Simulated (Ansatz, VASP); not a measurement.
This is a calculation of Y for Ansatz 0.2.0.

Contents of input.yaml:

```yaml
crystal:
  lattice:
    - [3.6425441402, -0.0364254414, 0.0]
    - [-1.8528174277, 3.1727484805, 0.0]
    - [0.0, 0.0, 11.84413035]
  atoms:
    - { symbol: "Y", position: [0.6666666667, 0.3333333333, 0.75] }
    - { symbol: "Y", position: [0.0, 0.0, 0.5] }
    - { symbol: "Y", position: [0.3333333333, 0.6666666667, 0.25] }
    - { symbol: "Y", position: [0.0, 0.0, 0.0] }
hamiltonian:
  xc: pbesol
  pseudopotentials: { kind: paw }
kpoints:
  mp_grid: { grid: [7, 7, 2] }
scf:
  occupations: { method: fermi_dirac, width: 0.05 }
output:
  forces: true
  stress: true
  eigenvalues: true
```

Potentials or basis: Ansatz PAW.

Command:

```bash
$ ansatz run input.yaml --threads 2 --pin off --max-ram 5632MiB --backend cpu --events-out ev --progress --plain --runs-dir out
```

**Question.** Translate it to VASP 6.6.1. Potentials there: VASP PAW PBE potentials, release 64 (Y_sv).

**Answer.** As run (the cutoff follows the program's own potentials):

INCAR

```
SYSTEM = Y
ALGO = Fast ; EDIFF = 1E-6
ENCUT = 520 ; GGA = PS
ISIF = 2 ; ISMEAR = -1
LASPH = .True. ; LCHARG = .False.
LREAL = .False. ; LWAVE = .False.
NBANDS = 30 ; NELM = 60
PREC = Accurate ; SIGMA = 0.05
```

The input KPOINTS:

```
k-points
0
Gamma
  7 7 2
  0 0 0
```

File POSCAR:

```
Y
1.0
    3.6425441402     -0.0364254414      0.0000000000
   -1.8528174277      3.1727484805      0.0000000000
    0.0000000000      0.0000000000     11.8441303500
Y
4
Direct
    0.6666666667      0.3333333333      0.7500000000
    0.0000000000      0.0000000000      0.5000000000
    0.3333333333      0.6666666667      0.2500000000
    0.0000000000      0.0000000000      0.0000000000
```

Potentials or basis: VASP PAW PBE potentials, release 64 (Y_sv).

The run is started by

```bash
$ cat potpaw_PBE.64/Y_sv/POTCAR > POTCAR
$ mpirun -np 1 vasp_std > vasp.out
```

Both were run:

|  | VASP | Ansatz | Ansatz less VASP |
| --- | --- | --- | --- |
| gap on the k mesh at the Fermi level (eV) | none | none | - |
| pressure (GPa) | -3.6 | -3.5 | +0.10 |
| traceless stress, the component that is largest in VASP (GPa) | -0.45 | -0.46 | -0.009 |
| rms of the force components (eV/Å) | 0.007 | 0.007 | +0.0001 |

VASP's potentials were made for PBE, not for PBEsol. Atom by atom the forces differ by 0.000 eV/Å (rms over components). A gap of «none» marks a metal or a gap that the smearing closes. The functional is the same, so the differences come from potentials, cutoffs and numerics.
